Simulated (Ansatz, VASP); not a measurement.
One calculation of CaSe, two programs

Contents of INCAR:

```
PREC     = Accurate       # precision mode
ENCUT    = 500            # plane-wave cutoff, eV
EDIFF    = 1E-7           # SCF threshold, eV
ISMEAR   = 0              # smearing method
SIGMA    = 0.02           # smearing width, eV
LREAL    = F              # projectors in reciprocal space
LASPH    = T              # aspherical terms in the spheres
NELM     = 120            # most SCF steps
ALGO     = Normal         # electronic algorithm
ISIF     = 3              # what is computed and relaxed
LWAVE    = F              # write WAVECAR
LCHARG   = F              # write CHGCAR
IBRION   = 2              # ionic algorithm
NSW      = 100            # ionic steps
EDIFFG   = -0.002         # ionic threshold
GGA_COMPAT= F            
NELMIN   = 4
```

KPOINTS

```
regular mesh
0
Gamma
  8 8 8
```

Contents of POSCAR:

```
CaSe
1.0
    0.0000000000      2.9450000000      2.9450000000
    2.9450000000      0.0000000000      2.9450000000
    2.9450000000      2.9450000000      0.0000000000
Ca Se
1 1
Direct
    0.0000000000      0.0000000000      0.0000000000
    0.5000000000      0.5000000000      0.5000000000
```

Input for Ansatz:

```yaml
crystal:
  lattice:
    - [0.0, 2.945, 2.945]
    - [2.945, 0.0, 2.945]
    - [2.945, 2.945, 0.0]
  atoms:
    - { symbol: Ca, position: [0.0, 0.0, 0.0] }
    - { symbol: Se, position: [0.5, 0.5, 0.5] }
basis:
  ecutwfc: 420
kpoints:
  mp_grid: { grid: [8, 8, 8] }
hamiltonian:
  xc: lda
  pseudopotentials: { kind: paw, azcp: { folder: soft_1 } }
scf:
  occupations: { method: gaussian, width: 0.02 }
output:
  forces: true
  stress: true
  eigenvalues: true
  write_density: true
  write_potential: true
  elf: true
  volumetric_format: npy
relax:
  adjacent_minimum: "off"
  f_tol: 0.002
  max_steps: 80
  cell: { stress_tol: 0.02 }
```

Alike in both runs: task relaxation of cell and atoms; functional LDA; k mesh 8 × 8 × 8; occupations gaussian, width 0.02 eV; no spin polarisation.

```csv
,VASP,Ansatz
version,VASP 6.6.1,Ansatz 0.2.0
potentials or method,"VASP PAW LDA potentials, release 64 (Ca_sv, Se), cutoff 500 eV","scalar-relativistic, plane waves, PAW"
valence electrons in the cell,16,26
```

```tsv
	VASP	Ansatz	Ansatz less VASP
gap on the k mesh at the Fermi level, each at its own relaxed structure (eV)	1.71	1.71	+0.003
relaxed volume (Å³/atom)	24.40	24.27	-0.129
relaxed cell length with the largest relative difference (Å)	4.102	4.094	-0.0073
```

Ansatz warns that its potentials were made for another functional, while VASP's fit it. LDA's correlation is that of Perdew and Zunger in VASP and of Perdew and Wang (1992) in Ansatz. VASP's potentials hold 16 valence electrons a cell and Ansatz's 26, so a difference there can come from the potentials and not from the codes.
